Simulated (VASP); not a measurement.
# Be8S7 (a cell with a defect) in VASP: further runs

The runs below take Be8S7 (a cell with a defect) through single point, with PBE.

Everything below comes from runs of VASP 6.6.1. Logs are shortened: lines on timing, memory, paths and dates and some standing lists are left out, and cuts for length are marked.

### 1 The cell of the first run

The cell holds a defect, 15 atoms: a = 6.895 Å, b = 6.895 Å, c = 6.895 Å, α = 60.00°, β = 60.00°, γ = 60.00°.

### 2 Single point, PBE

INCAR reads:

```
  ALGO = Normal
  EDIFF = 1E-6
  ENCUT = 520
  GGA = PE
  ISIF = 2
  ISMEAR = 0
  LASPH = T
  LCHARG = F
  LREAL = Auto
  LWAVE = F
  NBANDS = 42
  NELECT = 56.0
  NELM = 100
  PREC = Accurate
  SIGMA = 0.05
```

KPOINTS reads:

```
k-points
0
Gamma
  4 4 4
```

POSCAR reads:

```
Be8S7
1.0
    0.0000000000      4.8758378149     -4.8758378149
    4.8758378149      4.8758378149      0.0000000000
    4.8758378149      0.0000000000     -4.8758378149
Be S
8 7
Direct
   -0.0560685179      0.5731874410     -0.0560685179
    0.0008230380     -0.0660516228      0.0008230380
    0.5002097265      0.4782272480     -0.0058903723
    0.5488193212      0.0067190504     -0.0135174718
   -0.0058903723      0.4782272480      0.5002097265
   -0.0135174718      0.0067190504      0.5488193212
    0.4899262631      0.5215202180      0.4899262631
    0.5254478507     -0.0257729040      0.5254478507
    0.1322425036      0.5059124388      0.1322425036
    0.6541740355      0.1036132700      0.1485995900
    0.5815624120      0.6537528771      0.1154983044
    0.1485995900      0.1036132700      0.6541740355
    0.1154983044      0.6537528771      0.5815624120
    0.6251148245      0.1454624881      0.6251148245
    0.6280585237      0.6111170250      0.6280585237
```

Potentials or basis: VASP PAW PBE potentials, release 64 (Be, S).

On the command line:

```console
$ cat potpaw_PBE.64/Be/POTCAR potpaw_PBE.64/S/POTCAR > POTCAR
$ mpirun -np 1 vasp_std > vasp.out
```

OUTCAR:

```text
EDIFF = 1E-6
   ENCUT = 520
   GGA = PE
   ISIF = 2
   ISMEAR = 0
   LASPH = T
   LREAL = Auto
   NELECT = 56.0
   NELM = 100
   PREC = Accurate

 ion  position               nearest neighbor table
   1  0.944  0.573  0.944-   9 2.02  11 2.07  13 2.07
   2  0.001  0.934  0.001-  10 2.02  12 2.02   9 2.41
   3  0.500  0.478  0.994-  15 2.06  10 2.14  11 2.15   9 2.16
   4  0.549  0.007  0.986-  14 2.05  11 2.06  10 2.07
   5  0.994  0.478  0.500-  15 2.06  12 2.14  13 2.15   9 2.16
   6  0.986  0.007  0.549-  14 2.05  13 2.06  12 2.07
   7  0.490  0.522  0.490-  15 2.07  13 2.12  11 2.12  14 2.12
   8  0.525  0.974  0.525-  15 2.06  14 2.11  10 2.12  12 2.12
   9  0.132  0.506  0.132-   1 2.02   3 2.16   5 2.16   2 2.41
  10  0.654  0.104  0.149-   2 2.02   4 2.07   8 2.12   3 2.14
  11  0.582  0.654  0.115-   4 2.06   1 2.07   7 2.12   3 2.15
  12  0.149  0.104  0.654-   2 2.02   6 2.07   8 2.12   5 2.14
  13  0.115  0.654  0.582-   6 2.06   1 2.07   7 2.12   5 2.15
  14  0.625  0.145  0.625-   4 2.05   6 2.05   8 2.11   7 2.12
  15  0.628  0.611  0.628-   8 2.06   5 2.06   3 2.06   7 2.07

  LATTYP: Found a face centered cubic cell.
 ALAT       =     9.7516756298

  Lattice vectors:

 A1 = (   0.0000000000,   4.8758378149,  -4.8758378149)
 A2 = (   4.8758378149,   4.8758378149,   0.0000000000)
 A3 = (   4.8758378149,   0.0000000000,  -4.8758378149)

Analysis of symmetry for initial positions (statically):
=====================================================================
 Subroutine PRICEL returns:
 Original cell was already a primitive cell.

 Routine SETGRP: Setting up the symmetry group for a
 face centered cubic supercell.

 Subroutine GETGRP returns: Found  2 space group operations
 (whereof  2 operations were pure point group operations)
 out of a pool of 48 trial point group operations.

The static configuration has the point symmetry C_1h.

Analysis of symmetry for dynamics (positions and initial velocities):
=====================================================================
 Subroutine PRICEL returns:
 Original cell was already a primitive cell.

 Routine SETGRP: Setting up the symmetry group for a
 face centered cubic supercell.

 Subroutine GETGRP returns: Found  2 space group operations
 (whereof  2 operations were pure point group operations)
 out of a pool of 48 trial point group operations.

The dynamic configuration has the point symmetry C_1h.

 Subroutine INISYM returns: Found  2 space group operations
 (whereof  2 operations are pure point group operations),
 and found     1 'primitive' translations

----------------------------------------------------------------------------------------

                                     Primitive cell

  volume of cell :     231.8343

  direct lattice vectors                    reciprocal lattice vectors
     0.000000000  4.875837815 -4.875837815    -0.102546479  0.102546479 -0.102546479
     4.875837815  4.875837815  0.000000000     0.102546479  0.102546479  0.102546479
     4.875837815  0.000000000 -4.875837815     0.102546479 -0.102546479 -0.102546479

  length of vectors
     6.895475966  6.895475966  6.895475966     0.177615712  0.177615712  0.177615712

  position of ions in fractional coordinates (direct lattice)
     0.943931482  0.573187441  0.943931482
     0.000823038  0.933948377  0.000823038
     0.500209727  0.478227248  0.994109628
     0.548819321  0.006719050  0.986482528
     0.994109628  0.478227248  0.500209727
     0.986482528  0.006719050  0.548819321
     0.489926263  0.521520218  0.489926263
     0.525447851  0.974227096  0.525447851
     0.132242504  0.505912439  0.132242504
     0.654174035  0.103613270  0.148599590
     0.581562412  0.653752877  0.115498304
     0.148599590  0.103613270  0.654174035
     0.115498304  0.653752877  0.581562412
     0.625114825  0.145462488  0.625114825
     0.628058524  0.611117025  0.628058524

  ion indices of the primitive-cell ions
   primitive index   ion index
                 1           1
                 2           2
                 3           3
                 4           4
                 5           5
                 6           6
                 7           7
                 8           8
                 9           9
                10          10
                11          11
                12          12
                13          13
                14          14
                15          15

----------------------------------------------------------------------------------------

 KPOINTS: k-points

Automatic generation of k-mesh.
 Grid dimensions read from file:
 generate k-points for:    4    4    4

 Generating k-lattice:

  Cartesian coordinates                     Fractional coordinates (reciprocal lattice)
    -0.025636620  0.025636620 -0.025636620     0.250000000  0.000000000  0.000000000
     0.025636620  0.025636620  0.025636620     0.000000000  0.250000000  0.000000000
     0.025636620 -0.025636620 -0.025636620     0.000000000  0.000000000  0.250000000

  Length of vectors
     0.044403928  0.044403928  0.044403928

  Shift w.r.t. Gamma in fractional coordinates (k-lattice)
     0.000000000  0.000000000  0.000000000

 Subroutine IBZKPT returns following result:
 ===========================================

 Found     24 irreducible k-points:

 Following reciprocal coordinates:
            Coordinates               Weight
  0.000000  0.000000  0.000000      1.000000
  0.250000  0.000000  0.000000      4.000000
  0.000000  0.250000  0.000000      2.000000
  0.250000  0.250000  0.250000      2.000000
  0.500000  0.000000  0.000000      2.000000
  0.000000  0.500000  0.000000      1.000000
[... 16 lines left out ...]
 -0.250000  0.500000  0.250000      2.000000
  0.250000 -0.250000  0.500000      4.000000
   k-points           NKPTS =     24   k-points in BZ     NKDIM =     24   number of bands    NBANDS=     42
   number of dos      NEDOS =    301   number of ions     NIONS =     15
   total plane-waves  NPLWV = 157464
   dimension x,y,z NGX =    54 NGY =   54 NGZ =   54
   dimension x,y,z NGXF=   108 NGYF=  108 NGZF=  108
   ions per type =               8   7
   NGX,Y,Z   is equivalent  to a cutoff of  13.02, 13.02, 13.02 a.u.
   NGXF,Y,Z  is equivalent  to a cutoff of  26.04, 26.04, 26.04 a.u.
 SYSTEM =  unknown system
   PREC   = accura    normal or accurate (medium, high low for compatibility)
   ISTART =      0    job   : 0-new  1-cont  2-samecut
   ICHARG =      2    charge: 1-file 2-atom 10-const
   ISPIN  =      1    spin polarized calculation?
   LNONCOLLINEAR =      F non collinear calculations
   LSORBIT =      F    spin-orbit coupling
   LASPH  =      T    aspherical Exc in radial PAW
   ENCUT  =  520.0 eV  38.22 Ry    6.18 a.u.  12.82 12.82 12.82*2*pi/ulx,y,z
   NELM   =    100;   NELMIN=  2; NELMDL= -5     # of ELM steps
   EDIFF  = 0.1E-05   stopping-criterion for ELM
   LREAL  =      T    real-space projection
   EDIFFG = 0.1E-04   stopping-criterion for IOM
   NSW    =      0    number of steps for IOM
   IBRION =     -1    ionic relax: 0-MD 1-quasi-New 2-CG
   NFREE  =      0    steps in history (QN), initial steepest desc. (CG)
   ISIF   =      2    stress and relaxation
   ISYM   =      2    0-nonsym 1-usesym 2-fastsym
   POTIM  = 0.5000    time-step for ionic-motion
   TEBEG  =    0.0;   TEEND  =   0.0 temperature during run
   PSTRESS=    0.0 pullay stress
   NELECT =      56.0000    total number of electrons
   NUPDOWN=      -1.0000    fix difference up-down
   EMIN   =  10.00;   EMAX   =-10.00  energy-range for DOS
   EFERMI =   0.00;   METHOD = LEGACY
   ISMEAR =     0;   SIGMA  =   0.05  broadening in eV -4-tet -1-fermi 0-gaus
   EFERMI_NEDOS =   21; number of points for ismear=-14 and -15
   IALGO  =     38    algorithm
   IMIX   =      4    mixing-type and parameters
     AMIX     =   0.40;   BMIX     =  1.00
     AMIX_MAG =   1.60;   BMIX_MAG =  1.00
  volume/ion in A,a.u.               =      15.46       104.30
  Fermi-wavevector in a.u.,A,eV,Ry     =   1.019557  1.926684 14.143213  1.039497
  Thomas-Fermi vector in A             =   2.153078
   LORBIT       =      0    0 simple, 1 ext, 2 COOP (PROOUT), +10 PAW based schemes
   GGA     = PE    functional components
   LHFCALC =     F    Hartree Fock is set to
   AEXX    =    0.0000 exact exchange contribution
   IVDW    =     0    specifies the selected vdW correction
   LEPSILON=     F    determine dielectric tensor
   LRPA    =     F    only Hartree local field effects (RPA)
 non-spin polarized calculation
 Gauss-broadening in eV      SIGMA  =   0.05
  energy-cutoff  :      520.00
  volume of cell :      231.83
 maximum number of plane-waves:      6266
 NGX is ok and might be reduce to    54
   NGX = 25   NGY = 25   NGZ = 25

 number of electron      56.0000000 magnetization

 Free energy of the ion-electron system (eV)
  ---------------------------------------------------
  ext. energy  EPLUGINS =         0.00000000
  ---------------------------------------------------
  free energy    TOTEN  =       -80.52180771 eV

  energy without entropy =      -80.52180771  energy(sigma->0) =      -80.52180771

 E-fermi :   3.2680     XC(G=0):  -9.0088

 val. band max:        3.0114702515   @ k =   0.0000   0.0000   0.0000
 cond. band min:       4.8154244564   @ k =   0.0000   0.0000   0.0000
 fundamental gap:      1.8039542048
 Fermi energy:         3.2680314651

 k-point     1 :       0.0000    0.0000    0.0000
  band No.  band energies     occupation
      1     -10.0554      2.00000
      2      -8.8220      2.00000
      3      -8.7740      2.00000
      4      -8.6406      2.00000
      5      -8.2889      2.00000
      6      -8.2217      2.00000
[... 32 lines left out ...]
     39       8.9789      0.00000
[... 988 lines left out ...]
     39       9.7682      0.00000
     40       9.8900      0.00000
 [bands above 40 left out]

------------------------ aborting loop because EDIFF is reached ----------------------------------------

  FORCE on cell =-STRESS in cart. coord.  units (eV):
  Direction    XX          YY          ZZ          XY          YZ          ZX
  --------------------------------------------------------------------------------------
  -------------------------------------------------------------------------------------
  Total      -17.1458199    -17.1458199    -16.7223003     -1.6869242     -0.3208409     -0.3208414
  in kB     -118.4925623   -118.4925623   -115.5656725    -11.6581165     -2.2172905     -2.2172940
  external PRESSURE =    -117.5169324 kB  Pullay stress =       0.0000000 kB

 VOLUME and BASIS-vectors are now :
 -----------------------------------------------------------------------------
  energy-cutoff  :      520.00
  volume of cell :      231.83
      direct lattice vectors                 reciprocal lattice vectors
     0.000000000  4.875837815 -4.875837815    -0.102546479  0.102546479 -0.102546479
     4.875837815  4.875837815  0.000000000     0.102546479  0.102546479  0.102546479
     4.875837815  0.000000000 -4.875837815     0.102546479 -0.102546479 -0.102546479

 POSITION                                       TOTAL-FORCE (eV/Angst)
 -----------------------------------------------------------------------------------
      7.39723      7.39723     -9.20491         0.075500      0.075500     -0.060785
      4.55779      4.55779     -0.00803        -0.634472     -0.634472     -0.158118
      7.17888      4.77070     -7.28606         0.032633      0.004169      0.098866
      4.84269      2.70871     -7.48588        -0.380448      0.063685     -0.248147
      4.77070      7.17888     -7.28606         0.004169      0.032633      0.098866
      2.70871      4.84269     -7.48588         0.063685     -0.380448     -0.248147
      4.93165      4.93165     -4.77760         0.026527      0.026527     -0.059703
      7.31217      7.31217     -5.12400        -0.074025     -0.074025      0.177466
      3.11154      3.11154     -1.28959         1.100697      1.100697      0.256647
      1.22975      3.69485     -3.91419        -0.064043      0.009281      0.130598
      3.75074      6.02320     -3.39876        -0.077039     -0.025018     -0.098286
      3.69485      1.22975     -3.91419         0.009281     -0.064043      0.130598
      6.02320      3.75074     -3.39876        -0.025018     -0.077039     -0.098286
      3.75721      3.75721     -6.09592        -0.069420     -0.069420      0.063027
      6.04202      6.04202     -6.12462         0.011973      0.011973      0.015405
 -----------------------------------------------------------------------------------
    total drift:                               -0.002858     -0.002858     -0.002380

  FREE ENERGIE OF THE ION-ELECTRON SYSTEM (eV)
  ---------------------------------------------------
  free  energy   TOTEN  =       -80.5218077063 eV

  energy  without entropy=      -80.5218077063  energy(sigma->0) =      -80.52180771
```

It took 5.3 min on 1 thread of AMD EPYC 9R45 (Zen 5), shared host; peak memory 0.43 GiB.

What came out:

```yaml
Free_energy: -80.5218 eV
Largest_force: 1.578 eV/Å
```

Forces in eV/Å, atoms in the order of the input:
```
Be   0.075  0.075 -0.061
Be  -0.634 -0.634 -0.158
Be   0.033  0.004  0.099
Be  -0.380  0.064 -0.248
Be   0.004  0.033  0.099
Be   0.064 -0.380 -0.248
Be   0.027  0.027 -0.060
Be  -0.074 -0.074  0.177
S    1.101  1.101  0.257
S   -0.064  0.009  0.131
S   -0.077 -0.025 -0.098
S    0.009 -0.064  0.131
S   -0.025 -0.077 -0.098
S   -0.069 -0.069  0.063
S    0.012  0.012  0.015
```

Levels at points of the mesh, in eV from the Fermi level:
```tsv
k point	band 25	band 26	band 27	band 28	band 29	band 30	band 31	band 32
(0.00, 0.00, 0.00)	-0.86	-0.31	-0.29	-0.26	1.55	3.31	3.88	4.12
(0.50, 0.00, 0.00)	-1.33	-1.12	-0.59	-0.52	2.42	3.30	4.62	4.77
(0.00, 0.50, 0.00)	-1.30	-1.26	-0.63	-0.49	2.11	3.83	4.62	4.89
(0.50, 0.50, 0.50)	-1.25	-1.17	-0.57	-0.50	2.35	3.50	4.40	4.75
(0.50, 0.50, 0.00)	-1.32	-1.12	-1.06	-0.87	2.98	3.74	4.34	4.94
(0.50, 0.00, 0.50)	-1.46	-1.15	-1.07	-0.81	2.50	3.55	4.62	4.74
```

Caveat: the cell carries a net charge on a neutralising background, which shifts energy and pressure; the cell is charged against a uniform background, so pressure and absolute levels hang on convention.

### 3 Single point, PBE

Changes to INCAR since step 2:

```diff
@@ -12,3 +12,3 @@
   NELECT = 56.0
-  NELM = 100
+  NELM = 80
   PREC = Accurate
```

KPOINTS is that of step 2.

POSCAR reads:

```
Be8S7
1.0
    0.0000000000      4.8758378149     -4.8758378149
    4.8758378149      4.8758378149      0.0000000000
    4.8758378149      0.0000000000     -4.8758378149
Be S
8 7
Direct
   -0.0560685179      0.5389494277     -0.0560685179
    0.0008230380      0.0644055467      0.0008230380
    0.5488193212      0.4579791381     -0.0135174718
    0.5002097265      0.0274534357     -0.0058903723
   -0.0135175743      0.4579792406      0.5488192187
   -0.0058903723      0.0274534357      0.5002097265
    0.4899262631      0.4986271267      0.4899262631
    0.5254478507     -0.0251227593      0.5254478507
    0.1322425036      0.2296025919      0.1322425036
    0.6541741381      0.0936130399      0.1485994874
    0.5815624120      0.6491864824      0.1154983044
    0.1485994874      0.0936130399      0.6541741381
    0.1154983044      0.6491864824      0.5815624120
    0.6280585237      0.1327660034      0.6280585237
    0.6251148245      0.6043079388      0.6251148245
```

Potentials or basis: VASP PAW PBE potentials, release 64 (Be, S).

On the command line:

```console
$ cat potpaw_PBE.64/Be/POTCAR potpaw_PBE.64/S/POTCAR > POTCAR
$ mpirun -np 1 vasp_std > vasp.out
```

Wall time 5.2 min (1 thread of AMD EPYC 9R45 (Zen 5), shared host); peak memory 0.43 GiB.

The run converged. Its results:

* Free energy: -80.5218 eV
* Largest force: 1.578 eV/Å

Forces on the atoms (eV/Å):
```
Be  -0.075 -0.075 -0.061
Be   0.634  0.634 -0.158
Be  -0.064  0.380 -0.248
Be  -0.004 -0.033  0.099
Be   0.380 -0.064 -0.248
Be  -0.033 -0.004  0.099
Be  -0.027 -0.027 -0.060
Be   0.074  0.074  0.177
S   -1.101 -1.101  0.257
S   -0.009  0.064  0.131
S    0.025  0.077 -0.098
S    0.064 -0.009  0.131
S    0.077  0.025 -0.098
S   -0.012 -0.012  0.015
S    0.069  0.069  0.063
```

Levels at points of the mesh, in eV from the Fermi level:
```tsv
k point	band 26	band 27	band 28	band 29	band 30	band 31
(0.00, 0.00, 0.00)	-0.31	-0.29	-0.26	1.54	3.31	3.88
(0.50, 0.00, 0.00)	-1.12	-0.59	-0.52	2.42	3.29	4.61
(0.00, 0.50, 0.00)	-1.18	-0.58	-0.51	2.35	3.50	4.40
(0.50, 0.50, 0.50)	-1.26	-0.63	-0.49	2.11	3.83	4.61
(0.50, 0.50, 0.00)	-1.12	-1.07	-0.88	2.97	3.74	4.34
(0.50, 0.00, 0.50)	-1.16	-1.08	-0.82	2.49	3.54	4.61
```

Caveat: the cell carries a net charge on a neutralising background, which shifts energy and pressure; the cell is charged against a uniform background, so pressure and absolute levels hang on convention.
